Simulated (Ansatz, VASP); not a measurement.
Mg in VASP and in Ansatz

```
Mg
1.0
     4.16503    0.00000    0.00000
    -2.08252    3.60702    0.00000
     0.00000    0.00000    6.29015
Mg
4
Direct
  0.00000 0.00000 0.00000
  0.00000 0.00000 0.50000
  0.33333 0.66667 0.25000
  0.66667 0.33333 0.75000
```

Change from the starting cell: volume scaled by 0.84, LAPW.

Alike in both runs: task single point; functional PBE; k mesh 8 × 8 × 5; occupations fermi-dirac, width 0.05 eV; no spin polarisation.

```csv
,VASP,Ansatz
version,VASP 6.6.1,Ansatz 0.2.0
potentials or method,"VASP PAW PBE potentials, release 64 (Mg), cutoff 520 eV","all-electron LAPW, scalar-relativistic"
```

```tsv
	VASP	Ansatz	Ansatz less VASP
pressure (GPa)	5.0	5.1	+0.03
```

Ansatz ran all-electron here, and VASP with PAW potentials.
